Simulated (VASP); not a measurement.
A run of VASP 6.6.1:

File INCAR:

```
SYSTEM = Ga
ALGO = Normal
EDIFF = 1E-7
ENCUT = 520
GGA = PS
ISIF = 2
ISMEAR = -1
LASPH = .True.
LCHARG = .False.
LREAL = .False.
LWAVE = .False.
NBANDS = 12
NELM = 60
PREC = Accurate
SIGMA = 0.03
```

The input KPOINTS:

```
k-points
0
Gamma
  16 16 16
  0 0 0
```

File POSCAR:

```
Ga
1.0
   -1.4040000000      1.4040000000      2.2735800000
    1.4040000000     -1.4040000000      2.2735800000
    1.4040000000      1.4040000000     -2.2735800000
Ga
1
Direct
    0.0000000000      0.0000000000      0.0000000000
```

Potentials or basis: VASP PAW PBE potentials, release 64 (Ga_d).

Launch:

```console
$ cat potpaw_PBE.64/Ga_d/POTCAR > POTCAR
$ mpirun -np 1 vasp_std > vasp.out
```

Hardware: 1 thread of AMD EPYC 7R13, on a shared host.

How long does it take, and how much memory?

It took 94 s on 1 thread of AMD EPYC 7R13 (shared host), peak memory 0.17 GiB. Counts: scf iterations 11, k points 349.
